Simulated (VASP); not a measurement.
# NaCaI3 (Pm-3m) in VASP: a series of runs, part 2 of 2

VASP 6.6.1. Earlier steps stand in the parts before.

### Step 4. Single point, PBE

This run uses another cell than the first one, of 45.98 Å³/atom.

File INCAR:

```
SYSTEM = NaCaI3
ALGO = Normal
EDIFF = 1E-6
ENCUT = 520
GGA = PE
ISIF = 2
ISMEAR = 0
LASPH = .TRUE.
LCHARG = .FALSE.
LREAL = .FALSE.
LWAVE = .FALSE.
NBANDS = 27
NELM = 80
PREC = Accurate
SIGMA = 0.01
```

File KPOINTS:

```
k-points
0
G
  4 4 4
  0 0 0
```

File POSCAR:

```
NaCaI3
1.0
    6.1258977403      0.0000000000      0.0000000000
    0.0000000000      6.1258977403      0.0000000000
    0.0000000000      0.0000000000      6.1258977403
Na Ca I
1 1 3
Direct
    0.0000000000      0.0000000000      0.0000000000
    0.5000000000      0.5000000000      0.5000000000
    0.5000000000      0.5000000000      0.0000000000
    0.5000000000      0.0000000000      0.5000000000
    0.0000000000      0.5000000000      0.5000000000
```

Potentials or basis: VASP PAW PBE potentials, release 64 (Na_pv, Ca_sv, I).

Launch:

```console
cat potpaw_PBE.64/Na_pv/POTCAR potpaw_PBE.64/Ca_sv/POTCAR potpaw_PBE.64/I/POTCAR > POTCAR
mpirun -np 1 vasp_std > vasp.out
```

OUTCAR:

```text
SYSTEM = NaCaI3
   EDIFF = 1E-6
   ENCUT = 520
   GGA = PE
   ISIF = 2
   ISMEAR = 0
   LASPH = .TRUE.
   LREAL = .FALSE.
   NELM = 80
   PREC = Accurate

 ion  position               nearest neighbor table
   1  0.000  0.000  0.000-
   2  0.500  0.500  0.500-   3 3.06   4 3.06   5 3.06   3 3.06   4 3.06   5 3.06
   3  0.500  0.500  0.000-   2 3.06   2 3.06
   4  0.500  0.000  0.500-   2 3.06   2 3.06
   5  0.000  0.500  0.500-   2 3.06   2 3.06

  LATTYP: Found a simple cubic cell.
 ALAT       =     6.1258977403

  Lattice vectors:

 A1 = (   6.1258977403,   0.0000000000,   0.0000000000)
 A2 = (   0.0000000000,   6.1258977403,   0.0000000000)
 A3 = (   0.0000000000,   0.0000000000,   6.1258977403)

Analysis of symmetry for initial positions (statically):
=====================================================================
 Subroutine PRICEL returns:
 Original cell was already a primitive cell.

[... 157 lines left out ...]
  free energy    TOTEN  =       -14.27478801 eV

  energy without entropy =      -14.27478801  energy(sigma->0) =      -14.27478801

 E-fermi :   0.5450     XC(G=0):  -6.9421

 val. band max:        0.4822669036   @ k =   0.5000   0.5000   0.5000
 cond. band min:       2.8827375871   @ k =   0.0000   0.0000   0.0000
 fundamental gap:      2.4004706835
 Fermi energy:         0.5449989853

 k-point     1 :       0.0000    0.0000    0.0000
  band No.  band energies     occupation
      1     -39.4251      2.00000
      2     -24.2328      2.00000
      3     -24.2328      2.00000
      4     -24.2328      2.00000
      5     -20.4544      2.00000
      6     -20.4544      2.00000
[... 289 lines left out ...]
     26       6.1130      0.00000
     27       7.5893      0.00000

------------------------ aborting loop because EDIFF is reached ----------------------------------------

  FORCE on cell =-STRESS in cart. coord.  units (eV):
  Direction    XX          YY          ZZ          XY          YZ          ZX
  --------------------------------------------------------------------------------------
  -------------------------------------------------------------------------------------
  Total        0.2987331      0.2987331      0.2987331     -0.0000000     -0.0000000      0.0000000
  in kB        2.0820194      2.0820194      2.0820194     -0.0000000     -0.0000000      0.0000000
  external PRESSURE =       2.0820194 kB  Pullay stress =       0.0000000 kB

 VOLUME and BASIS-vectors are now :
 -----------------------------------------------------------------------------
  energy-cutoff  :      520.00
  volume of cell :      229.88
      direct lattice vectors                 reciprocal lattice vectors
     6.125897740  0.000000000  0.000000000     0.163241380  0.000000000  0.000000000
     0.000000000  6.125897740  0.000000000     0.000000000  0.163241380  0.000000000
     0.000000000  0.000000000  6.125897740     0.000000000  0.000000000  0.163241380

 POSITION                                       TOTAL-FORCE (eV/Angst)
 -----------------------------------------------------------------------------------
      0.00000      0.00000      0.00000         0.000000      0.000000      0.000000
      3.06295      3.06295      3.06295         0.000000      0.000000      0.000000
      3.06295      3.06295      0.00000         0.000000      0.000000      0.000000
      3.06295      0.00000      3.06295         0.000000      0.000000      0.000000
      0.00000      3.06295      3.06295         0.000000      0.000000      0.000000
 -----------------------------------------------------------------------------------
    total drift:                                0.000000     -0.000000     -0.000000

  FREE ENERGIE OF THE ION-ELECTRON SYSTEM (eV)
  ---------------------------------------------------
  free  energy   TOTEN  =       -14.2747880072 eV

  energy  without entropy=      -14.2747880072  energy(sigma->0) =      -14.27478801
```

stdout:

```text
POSCAR found type information on POSCAR NaCaI
 POSCAR found :  3 types and       5 ions
 scaLAPACK will be used
 LDA part: xc-table for (Slater+PW92), standard interpolation
 POSCAR, INCAR and KPOINTS ok, starting setup
 FFT: planning ... GRIDC
 FFT: planning ... GRID_SOFT
 FFT: planning ... GRID
 WAVECAR not read
 entering main loop
```

Run time: 41 s. Hardware: 1 thread of Intel Xeon 6975P-C (Granite Rapids), shared host; peak memory 0.34 GiB.

Results:

```
Free energy            : -14.2748 eV
Pressure               : 0.2 GPa
Band gap on the k mesh : 2.40 eV (least direct gap 2.74 eV)
```

Caveat: spin-orbit coupling is left out, which moves the levels of the heavy elements. A k mesh can miss the band edges.

### Step 5. Single point, PBE

This run uses another cell than the first one, of 46.41 Å³/atom.

File INCAR:

```
SYSTEM = NaCaI3
ALGO     = Normal         ! electronic algorithm
EDIFF    = 1E-6           ! SCF threshold, eV
ENCUT    = 520            ! plane-wave cutoff, eV
GGA      = PE             ! functional
ISIF     = 2              ! what is computed and relaxed
ISMEAR   = 0              ! smearing method
LASPH    = .TRUE.         ! aspherical terms in the spheres
LCHARG   = .FALSE.        ! write CHGCAR
LREAL    = .FALSE.        ! projectors in reciprocal space
LWAVE    = .FALSE.        ! write WAVECAR
NBANDS   = 27             ! bands
NELM     = 60             ! most SCF steps
PREC     = Accurate       ! precision mode
SIGMA    = 0.01           ! smearing width, eV
```

KPOINTS is that of step 4.

POSCAR, as its differences from that of step 4:

```diff
@@ -2,5 +2,5 @@
 1.0
-    6.1258977403      0.0000000000      0.0000000000
-    0.0000000000      6.1258977403      0.0000000000
-    0.0000000000      0.0000000000      6.1258977403
+    6.1449122208      0.0000000000      0.0000000000
+    0.0000000000      6.1449122208      0.0000000000
+    0.0000000000      0.0000000000      6.1449122208
 Na Ca I
```

Launch:

```console
cat potpaw_PBE.64/Na_pv/POTCAR potpaw_PBE.64/Ca_sv/POTCAR potpaw_PBE.64/I/POTCAR > POTCAR
mpirun -np 1 vasp_std > vasp.out
```

It took 37 s on 1 thread of Intel Xeon 6975P-C (Granite Rapids), shared host; peak memory 0.34 GiB.

It converged, with:

```yaml
Free_energy: -14.2767 eV
Pressure: 0.1 GPa
Band_gap_on_the_k_mesh: 2.40 eV (least direct gap 2.74 eV)
```

Levels at points of the mesh, in eV from the valence-band top:
```csv
k point,band 16,band 17,band 18,band 19,band 20,band 21,band 22,band 23
"(0.00, 0.00, 0.00)",-0.63,-0.34,-0.34,-0.34,2.40,3.77,3.77,3.77
"(0.50, 0.00, 0.00)",-1.04,-0.77,-0.44,-0.44,3.64,3.84,4.49,4.70
"(0.50, 0.50, 0.00)",-1.03,-1.01,-1.01,-0.01,3.64,4.79,4.83,4.83
"(0.50, 0.50, 0.50)",-1.37,0.00,0.00,0.00,2.77,5.28,5.28,5.28
```

Caveat: spin-orbit coupling is left out, which moves the levels of the heavy elements. A k mesh can miss the band edges.

### Step 6. Overview

```csv
cell,gap on the mesh (eV),pressure (GPa)
"a = 6.019 Å, 5 atoms",2.38,1.2
"a = 6.083 Å, 5 atoms",2.39,0.6
"a = 6.126 Å, 5 atoms",2.40,0.2
"a = 6.145 Å, 5 atoms",2.40,0.1
```

Alike in all rows: task single point; level PBE; potentials or basis VASP PAW PBE potentials, release 64 (Na_pv, Ca_sv, I); no spin polarisation; k mesh 4 × 4 × 4; cutoff (eV) 520; smearing gaussian 0.01 eV.

Caveats: spin-orbit coupling is left out, which moves the levels of the heavy elements.

Total energies depend on the potentials used, so only differences within one code and one set of settings carry meaning.
